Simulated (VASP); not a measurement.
HgPd:

```xyz
2
Lattice="3.0260 0.0000 0.0000 0.0000 3.0260 0.0000 0.0000 0.0000 3.7020" Properties=species:S:1:pos:R:3 pbc="T T T"
Hg    0.0000    0.0000    0.0000
Pd    1.5130    1.5130    1.8510
```

- Program: VASP 6.6.1
- Task: relaxation of cell and atoms
- Functional: LDA
- Potentials or basis: VASP PAW LDA potentials, release 64 (Hg, Pd)
- Cutoff: 600 eV
- k mesh: 14 × 14 × 12
- Occupations: fermi-dirac, width 0.05 eV
- Spin: no spin polarisation

At the start: pressure -3.1 GPa; volume 16.95 Å³/atom.

Q: Where does the relaxation end?

A: Over 13 steps the energy falls by 3.7 meV/atom and the volume is 16.62 Å³/atom (-2.0 %); space group P4/mmm (No. 123, to 0.1 Å) before and after.

The path:
```csv
step,energy change (eV),largest force (eV/Å),pressure (GPa),volume (Å³)
1,0.0000,0.0000,-3.09,33.90
2,0.0069,0.0000,4.97,32.32
3,-0.0067,0.0000,0.02,33.23
4,-0.0067,0.0000,0.06,33.22
5,-0.0069,0.0000,0.06,33.22
6,-0.0073,0.0000,0.06,33.22
7,-0.0069,0.0000,0.10,33.21
8,-0.0074,0.0000,0.09,33.22
9,-0.0074,0.0000,0.06,33.22
10,-0.0074,0.0000,0.07,33.22
11,-0.0074,0.0000,0.07,33.22
12,-0.0074,0.0000,-0.23,33.28
13,-0.0074,0.0000,0.00,33.23
```

Final structure:
```xyz
2
Lattice="2.9889 0.0000 0.0000 0.0000 2.9889 0.0000 0.0000 0.0000 3.7198" Properties=species:S:1:pos:R:3 pbc="T T T"
Hg    0.0000    0.0000    3.7198
Pd    1.4944    1.4944    1.8599
```
